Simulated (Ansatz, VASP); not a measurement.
**One calculation of GaAs, two programs**

```
Ga As
1.0
     0.00000    2.84557    2.84557
     2.84557    0.00000    2.84557
     2.84557    2.84557    0.00000
Ga As
1 1
Direct
  0.00000 0.00000 0.00000
  0.25000 0.25000 0.25000
```

Change from the starting cell: volume scaled by 1.02, ions relaxed.

Alike in both runs: functional PBE; k mesh 13 × 13 × 13; occupations fermi-dirac, width 0.02 eV; no spin polarisation.

Ansatz relaxed the structure, and its values are those at the end. VASP's run is a single point on that final structure, the one shown.

|  | VASP | Ansatz |
| --- | --- | --- |
| version | VASP 6.6.1 | Ansatz 0.2.0 |
| potentials or method | VASP PAW PBE potentials, release 64 (Ga_d, As) | plane-wave PAW, scalar-relativistic |
| plane-wave cutoff (eV) | 520 | 420 |
| valence electrons in the cell | 18 | 28 |

Ansatz gave:

| Property | Result |
| --- | --- |
| pressure (GPa) | 1.9 |

Which values does VASP return?

Pressure (GPa): 2.0.

The functional is the same, so the differences come from potentials, cutoffs and numerics. VASP's potentials hold 18 valence electrons a cell and Ansatz's 28, so a difference there can come from the potentials and not from the codes. Ansatz's warnings: stress scf threshold loose.
